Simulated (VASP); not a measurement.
Wanted: the native input for a VASP 6.6.1 run.

```
Task                   : single point
Functional             : PBE
Potentials or basis    : VASP PAW PBE potentials, release 64 (Cs_sv, Li_sv)
Cutoff                 : 520 eV
k mesh                 : 4 × 4 × 4
Occupations            : gaussian, width 0.1 eV
Spin                   : no spin polarisation
Dipole correction      : no
Further INCAR settings : ALGO = Normal; EDIFF = 1e-07; NBANDS = 24
```

The structure of CsLi2 lies in POSCAR:

```
CsLi2
1.0
    4.3883647832      0.0000000000      0.0000000000
    0.0000000000      4.3883647832      0.0000000000
    0.0000000000      0.0000000000      6.6957740217
Cs Li
2 4
Direct
    0.0000000000      0.5000000000      0.7000000000
    0.5000000000      0.0000000000      0.3000000000
    0.0000000000      0.0000000000      0.0000000000
    0.5000000000      0.5000000000      0.0000000000
    0.0000000000      0.5000000000      0.2700000000
    0.5000000000      0.0000000000      0.7300000000
```

One way to write it, as run:

INCAR

```
PREC = Accurate ; ENCUT = 520
EDIFF = 1E-7 ; ISMEAR = 0
SIGMA = 0.1 ; LREAL = F
LASPH = T ; NELM = 100
ALGO = Normal ; ISIF = 2
LWAVE = F ; LCHARG = T
GGA = PE ; LELF = T
LVHAR = T ; NBANDS = 24
```

KPOINTS

```
Automatic mesh
0
Gamma
  4 4 4
```

Potentials or basis: VASP PAW PBE potentials, release 64 (Cs_sv, Li_sv).

Run with:

```console
$ cat potpaw_PBE.64/Cs_sv/POTCAR potpaw_PBE.64/Li_sv/POTCAR > POTCAR
$ mpirun -np 1 vasp_std > vasp.out
```

Results of the run:

```yaml
Largest_force: 1.042 eV/Å
Band_gap_on_the_k_mesh: zero (band 15 reaches 4.35 eV, above the bottom of band 16 at 3.19 eV)
```

Caveat: spin-orbit coupling is left out, which moves the levels of the heavy elements; forces of over 1 eV/Å act on the atoms, so gaps and moduli don't describe the material at rest.

Wall time 25 s on 1 thread of Intel(R) Xeon(R) 6975P-C (Granite Rapids), with other jobs on the host, peak memory 0.25 GiB.
